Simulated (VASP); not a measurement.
Set up this calculation in VASP 6.6.1, as the native input.

```yaml
Task: single point
Functional: r2SCAN
Potentials_or_basis: VASP PAW PBE potentials, release 64 (W_sv, C)
Cutoff: 520 eV
k_mesh: 24 × 24 × 18
Occupations: gaussian, width 0.1 eV
Spin: no spin polarisation
Dipole_correction: no
Further_INCAR_settings: ALGO = Normal; EDIFF = 1e-06; NBANDS = 16
```

WC:

```
W C
1.0
     2.91210    0.00000    0.00000
    -1.45605    2.52195    0.00000
     0.00000    0.00000    2.92128
W C
1 1
Direct
  0.00000 0.00000 0.00000
  0.66667 0.33333 0.50000
```

This cell differs from its parent crystal: strain along c alone, the other axes held: +3.0 %.

One way to write it, as run:

POSCAR

```
WC
1.0
    2.9120958982      0.0000000000      0.0000000000
   -1.4560479491      2.5219490261      0.0000000000
    0.0000000000      0.0000000000      2.9212767004
W C
1 1
Direct
    0.0000000000      0.0000000000      0.0000000000
    0.6666666667      0.3333333333      0.5000000000
```

INCAR.step1

```
SYSTEM = WC
PREC = Accurate
ENCUT = 520
ISMEAR = 0
SIGMA = 0.1
LREAL = .FALSE.
LASPH = .TRUE.
NELM = 60
NBANDS = 16
GGA = PE
ALGO = Normal
EDIFF = 1E-4
LWAVE = .TRUE.
LCHARG = .FALSE.
```

INCAR.step2

```
SYSTEM = WC
PREC = Accurate
ENCUT = 520
EDIFF = 1E-6
ISMEAR = 0
SIGMA = 0.1
LREAL = .FALSE.
LASPH = .TRUE.
NELM = 60
ALGO = Normal
ISIF = 2
LWAVE = .FALSE.
LCHARG = .FALSE.
METAGGA = R2SCAN
LMIXTAU = .TRUE.
NBANDS = 16
ISTART = 1
```

KPOINTS

```
regular mesh
0
G
  24 24 18
  0 0 0
```

Potentials or basis: VASP PAW PBE potentials, release 64 (W_sv, C).

Launch:

```console
$ cat potpaw_PBE.64/W_sv/POTCAR potpaw_PBE.64/C/POTCAR > POTCAR
$ cp INCAR.step1 INCAR
$ mpirun -np 1 vasp_std > vasp.out
$ cp INCAR.step2 INCAR
$ mpirun -np 1 vasp_std > vasp.out
```

Results of the run:

```
Pressure               : -10.5 GPa
Band gap on the k mesh : zero (band 9 reaches 11.07 eV, above the bottom of band 10 at 9.93 eV)
```

Caveat: the cell differs from its parent crystal (strain along c alone, the other axes held: +3.0 %); the PAW data sets were made with another functional, which shifts forces and pressure a little; spin-orbit coupling is left out, which moves the levels of the heavy elements.

Run time: 5.6 min on 1 thread of Intel Xeon 6975P-C, on a shared host, peak memory 0.32 GiB.
